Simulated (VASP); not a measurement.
# La (Pm-3m) in VASP: further runs

The runs below take La through single point, relaxation of cell and atoms, with LDA.

Program: VASP 6.6.1. These are calculated values, not measurements. Logs are shortened: lines on timing, memory, paths and dates and some standing lists are left out, and cuts for length are marked.

## 1. The cell of the first run

It takes space group Pm-3m (No. 221, cubic). Conventional cell: a = 3.289 Å, b = 3.289 Å, c = 3.289 Å, α = 90.00°, β = 90.00°, γ = 90.00°. Within 4.3 Å of La (site symmetry m-3m) lie 6 La at 3.29 Å.

This isn't the form of La at room conditions, which is double hcp.

## 2. Single point, LDA (35.57 Å³/atom)

INCAR

```
SYSTEM = La
ALGO     = Normal         ! electronic algorithm
EDIFF    = 1E-6           ! SCF threshold, eV
ENCUT    = 520            ! plane-wave cutoff, eV
ISIF     = 2              ! what is computed and relaxed
ISMEAR   = -1             ! smearing method
LASPH    = .True.         ! aspherical terms in the spheres
LCHARG   = .False.        ! write CHGCAR
LREAL    = .False.        ! projectors in reciprocal space
LWAVE    = .False.        ! write WAVECAR
NBANDS   = 12             ! bands
NELM     = 60             ! most SCF steps
PREC     = Accurate       ! precision mode
SIGMA    = 0.1            ! smearing width, eV
```

KPOINTS

```
k-points
0
Gamma
  11 11 11
  0 0 0
```

POSCAR

```
La
1.0
    3.2888035720      0.0000000000      0.0000000000
    0.0000000000      3.2888035720      0.0000000000
    0.0000000000      0.0000000000      3.2888035720
La
1
Direct
    0.0000000000      0.0000000000      0.0000000000
```

Potentials or basis: VASP PAW LDA potentials, release 64 (La).

Started as:

```console
$ cat potpaw_LDA.64/La/POTCAR > POTCAR
$ mpirun -np 1 vasp_std > vasp.out
```

OUTCAR:

```text
SYSTEM = La
   EDIFF = 1E-6
   ENCUT = 520
   ISIF = 2
   ISMEAR = -1
   LASPH = .True.
   LREAL = .False.
   NELM = 60
   PREC = Accurate

 ion  position               nearest neighbor table
   1  0.000  0.000  0.000-

  LATTYP: Found a simple cubic cell.
 ALAT       =     3.2888035720

  Lattice vectors:

 A1 = (   3.2888035720,   0.0000000000,   0.0000000000)
 A2 = (   0.0000000000,   3.2888035720,   0.0000000000)
 A3 = (   0.0000000000,   0.0000000000,   3.2888035720)

Analysis of symmetry for initial positions (statically):
=====================================================================
 Subroutine PRICEL returns:
 Original cell was already a primitive cell.

 Routine SETGRP: Setting up the symmetry group for a
 simple cubic supercell.

 Subroutine GETGRP returns: Found 48 space group operations
 (whereof 48 operations were pure point group operations)
 out of a pool of 48 trial point group operations.

The static configuration has the point symmetry O_h .

Analysis of symmetry for dynamics (positions and initial velocities):
=====================================================================
 Subroutine PRICEL returns:
 Original cell was already a primitive cell.

 Routine SETGRP: Setting up the symmetry group for a
 simple cubic supercell.

 Subroutine GETGRP returns: Found 48 space group operations
 (whereof 48 operations were pure point group operations)
 out of a pool of 48 trial point group operations.

The dynamic configuration has the point symmetry O_h .

 Subroutine INISYM returns: Found 48 space group operations
 (whereof 48 operations are pure point group operations),
 and found     1 'primitive' translations

----------------------------------------------------------------------------------------

                                     Primitive cell

  volume of cell :      35.5725

  direct lattice vectors                    reciprocal lattice vectors
     3.288803572  0.000000000  0.000000000     0.304061942  0.000000000  0.000000000
     0.000000000  3.288803572  0.000000000     0.000000000  0.304061942  0.000000000
     0.000000000  0.000000000  3.288803572     0.000000000  0.000000000  0.304061942

  length of vectors
     3.288803572  3.288803572  3.288803572     0.304061942  0.304061942  0.304061942

  position of ions in fractional coordinates (direct lattice)
     0.000000000  0.000000000  0.000000000

  ion indices of the primitive-cell ions
   primitive index   ion index
                 1           1

----------------------------------------------------------------------------------------

 KPOINTS: k-points

Automatic generation of k-mesh.
 Grid dimensions read from file:
 generate k-points for:   11   11   11

 Generating k-lattice:

  Cartesian coordinates                     Fractional coordinates (reciprocal lattice)
     0.027641995  0.000000000  0.000000000     0.090909091  0.000000000  0.000000000
     0.000000000  0.027641995  0.000000000     0.000000000  0.090909091  0.000000000
     0.000000000  0.000000000  0.027641995     0.000000000  0.000000000  0.090909091

  Length of vectors
     0.027641995  0.027641995  0.027641995

  Shift w.r.t. Gamma in fractional coordinates (k-lattice)
     0.000000000  0.000000000  0.000000000

 Subroutine IBZKPT returns following result:
 ===========================================

 Found     56 irreducible k-points:

 Following reciprocal coordinates:
            Coordinates               Weight
  0.000000  0.000000  0.000000      1.000000
  0.090909  0.000000  0.000000      6.000000
  0.181818  0.000000  0.000000      6.000000
  0.272727  0.000000  0.000000      6.000000
  0.363636  0.000000  0.000000      6.000000
  0.454545  0.000000  0.000000      6.000000
[... 16 lines left out ...]
  0.181818  0.090909  0.090909     24.000000
  0.272727  0.090909  0.090909     24.000000
 [... further k-points ...]
   k-points           NKPTS =     56   k-points in BZ     NKDIM =     56   number of bands    NBANDS=     12
   number of dos      NEDOS =    301   number of ions     NIONS =      1
   total plane-waves  NPLWV =  13824
   dimension x,y,z NGX =    24 NGY =   24 NGZ =   24
   dimension x,y,z NGXF=    48 NGYF=   48 NGZF=   48
   ions per type =               1
   NGX,Y,Z   is equivalent  to a cutoff of  12.13, 12.13, 12.13 a.u.
   NGXF,Y,Z  is equivalent  to a cutoff of  24.26, 24.26, 24.26 a.u.
 SYSTEM =  La
   PREC   = accura    normal or accurate (medium, high low for compatibility)
   ISTART =      0    job   : 0-new  1-cont  2-samecut
   ICHARG =      2    charge: 1-file 2-atom 10-const
   ISPIN  =      1    spin polarized calculation?
   LNONCOLLINEAR =      F non collinear calculations
   LSORBIT =      F    spin-orbit coupling
   LASPH  =      T    aspherical Exc in radial PAW
   ENCUT  =  520.0 eV  38.22 Ry    6.18 a.u.   6.11  6.11  6.11*2*pi/ulx,y,z
   NELM   =     60;   NELMIN=  2; NELMDL= -5     # of ELM steps
   EDIFF  = 0.1E-05   stopping-criterion for ELM
   LREAL  =      F    real-space projection
   EDIFFG = 0.1E-04   stopping-criterion for IOM
   NSW    =      0    number of steps for IOM
   IBRION =     -1    ionic relax: 0-MD 1-quasi-New 2-CG
   NFREE  =      0    steps in history (QN), initial steepest desc. (CG)
   ISIF   =      2    stress and relaxation
   ISYM   =      2    0-nonsym 1-usesym 2-fastsym
   POTIM  = 0.5000    time-step for ionic-motion
   TEBEG  =    0.0;   TEEND  =   0.0 temperature during run
   PSTRESS=    0.0 pullay stress
   NELECT =      11.0000    total number of electrons
   NUPDOWN=      -1.0000    fix difference up-down
   EMIN   =  10.00;   EMAX   =-10.00  energy-range for DOS
   EFERMI =   0.00;   METHOD = LEGACY
   ISMEAR =    -1;   SIGMA  =   0.10  broadening in eV -4-tet -1-fermi 0-gaus
   EFERMI_NEDOS =   21; number of points for ismear=-14 and -15
   IALGO  =     38    algorithm
   IMIX   =      4    mixing-type and parameters
     AMIX     =   0.40;   BMIX     =  1.00
     AMIX_MAG =   1.60;   BMIX_MAG =  1.00
  volume/ion in A,a.u.               =      35.57       240.05
  Fermi-wavevector in a.u.,A,eV,Ry     =   1.107051  2.092024 16.674795  1.225563
  Thomas-Fermi vector in A             =   2.243561
   LORBIT       =      0    0 simple, 1 ext, 2 COOP (PROOUT), +10 PAW based schemes
   GGA     = CA    functional components
   LHFCALC =     F    Hartree Fock is set to
   AEXX    =    0.0000 exact exchange contribution
   IVDW    =     0    specifies the selected vdW correction
   LEPSILON=     F    determine dielectric tensor
   LRPA    =     F    only Hartree local field effects (RPA)
 non-spin polarized calculation
  energy-cutoff  :      520.00
  volume of cell :       35.57
 maximum number of plane-waves:       971
   NGX = 13   NGY = 13   NGZ = 13

 number of electron      11.0000004 magnetization

 Free energy of the ion-electron system (eV)
  ---------------------------------------------------
  ext. energy  EPLUGINS =         0.00000000
  ---------------------------------------------------
  free energy    TOTEN  =        -5.12949956 eV

  energy without entropy =       -5.05816024  energy(sigma->0) =       -5.09382990

 E-fermi :   7.9040     XC(G=0):  -9.8770

 val. band max:        7.9013030665   @ k =   0.4545   0.4545   0.2727
 cond. band min:       7.9052002052   @ k =   0.4545   0.2727   0.0000
 fundamental gap:      0.0038971387
 Fermi energy:         7.9040018610

 k-point     1 :       0.0000    0.0000    0.0000
  band No.  band energies     occupation
      1     -25.0247      2.00000
      2      -7.6530      2.00000
      3      -7.6530      2.00000
      4      -7.6530      2.00000
      5       5.1056      2.00000
      6       6.7458      1.99998
      7       6.7458      1.99998
      8       9.7213      0.00000
      9       9.7213      0.00000
     10       9.7215      0.00000
     11       9.9492      0.00000
     12       9.9492      0.00000

 k-point     2 :       0.0909    0.0000    0.0000
  band No.  band energies     occupation
      1     -25.0042      2.00000
      2      -7.8523      2.00000
      3      -7.6360      2.00000
      4      -7.6360      2.00000
      5       5.3086      2.00000
      6       6.7984      1.99997
      7       7.0270      1.99969
      8       9.6956      0.00000
      9       9.7318      0.00000
     10       9.7319      0.00000
     11       9.9123      0.00000
     12       9.9561      0.00000

 k-point     3 :       0.1818    0.0000    0.0000
  band No.  band energies     occupation
      1     -24.9486      2.00000
      2      -8.3512      2.00000
      3      -7.5901      2.00000
      4      -7.5901      2.00000
      5       5.7521      2.00000
      6       6.9483      1.99986
      7       7.8851      1.09412
      8       9.6189      0.00000
      9       9.7614      0.00000
     10       9.7614      0.00000
     11       9.7910      0.00000
     12       9.9803      0.00000

 k-point     4 :       0.2727    0.0000    0.0000
  band No.  band energies     occupation
      1     -24.8739      2.00000
      2      -8.9427      2.00000
      3      -7.5290      2.00000
      4      -7.5290      2.00000
      5       6.2581      2.00000
      6       7.1694      1.99871
      7       9.0925      0.00001
      8       9.4961      0.00000
      9       9.5724      0.00000
     10       9.8021      0.00000
     11       9.8021      0.00000
     12      10.0358      0.00000

 k-point     5 :       0.3636    0.0000    0.0000
  band No.  band energies     occupation
      1     -24.8036      2.00000
      2      -9.4394      2.00000
      3      -7.4718      2.00000
      4      -7.4718      2.00000
      5       6.7870      1.99997
      6       7.4094      1.98587
      7       9.2160      0.00000
      8       9.3487      0.00000
      9       9.8373      0.00000
     10       9.8373      0.00000
     11      10.0924      0.00000
     12      10.1493      0.00000
[... 228 lines left out ...]
      1     -24.5054      2.00000
      2      -9.3915      2.00000
      3      -9.3871      2.00000
      4      -7.2352      2.00000
      5       5.5053      2.00000
      6       8.4305      0.01029
      7       9.2853      0.00000
      8       9.3149      0.00000
      9       9.8471      0.00000
     10       9.9159      0.00000
     11       9.9324      0.00000
     12      10.2771      0.00000

 k-point    22 :       0.0909    0.0909    0.0909
  band No.  band energies     occupation
      1     -24.9634      2.00000
      2      -7.8384      2.00000
      3      -7.8053      2.00000
      4      -7.8053      2.00000
      5       5.7398      2.00000
      6       7.2185      1.99789
      7       7.2185      1.99789
      8       9.6709      0.00000
      9       9.6709      0.00000
     10       9.7623      0.00000
     11       9.8198      0.00000
     12      10.0003      0.00000

 k-point    23 :       0.1818    0.0909    0.0909
  band No.  band energies     occupation
      1     -24.9080      2.00000
      2      -8.3116      2.00000
      3      -7.7769      2.00000
      4      -7.7574      2.00000
      5       6.1974      2.00000
      6       7.3573      1.99159
      7       7.9953      0.57282
      8       9.5603      0.00000
      9       9.6082      0.00000
     10       9.7485      0.00000
     11       9.7953      0.00000
     12      10.0405      0.00000

 k-point    24 :       0.2727    0.0909    0.0909
  band No.  band energies     occupation
      1     -24.8337      2.00000
      2      -8.8978      2.00000
      3      -7.7119      2.00000
      4      -7.6935      2.00000
      5       6.6779      1.99999
      6       7.5637      1.93558
      7       8.9691      0.00005
      8       9.3975      0.00000
      9       9.4091      0.00000
     10       9.7536      0.00000
     11       9.8407      0.00000
     12      10.0961      0.00000

 [... further k-points ...]

------------------------ aborting loop because EDIFF is reached ----------------------------------------

  FORCE on cell =-STRESS in cart. coord.  units (eV):
  Direction    XX          YY          ZZ          XY          YZ          ZX
  --------------------------------------------------------------------------------------
  -------------------------------------------------------------------------------------
  Total       -0.6405770     -0.6405770     -0.6405770     -0.0000000      0.0000000     -0.0000000
  in kB      -28.8514807    -28.8514807    -28.8514807     -0.0000000      0.0000000     -0.0000000
  external PRESSURE =     -28.8514807 kB  Pullay stress =       0.0000000 kB

 VOLUME and BASIS-vectors are now :
 -----------------------------------------------------------------------------
  energy-cutoff  :      520.00
  volume of cell :       35.57
      direct lattice vectors                 reciprocal lattice vectors
     3.288803572  0.000000000  0.000000000     0.304061942  0.000000000  0.000000000
     0.000000000  3.288803572  0.000000000     0.000000000  0.304061942  0.000000000
     0.000000000  0.000000000  3.288803572     0.000000000  0.000000000  0.304061942

 POSITION                                       TOTAL-FORCE (eV/Angst)
 -----------------------------------------------------------------------------------
      0.00000      0.00000      0.00000         0.000000      0.000000      0.000000
 -----------------------------------------------------------------------------------
    total drift:                                0.000000     -0.000000     -0.000000

  FREE ENERGIE OF THE ION-ELECTRON SYSTEM (eV)
  ---------------------------------------------------
  free  energy   TOTEN  =        -5.1294995554 eV

  energy  without entropy=       -5.0581602394  energy(sigma->0) =       -5.09382990
```

Run time: 25 s. Hardware: 1 thread of AMD EPYC 7R13, shared host; peak memory 0.12 GiB.

What came out:

| Property | Result |
| --- | --- |
| Free energy | -5.1295 eV |
| Pressure | -2.9 GPa |
| Band gap on the k mesh | zero (an odd number of electrons rules out a gap without spin polarisation) |

Caveat: spin-orbit coupling is left out, which moves the levels of the heavy elements.

(Part 1 of 2 ends here.)
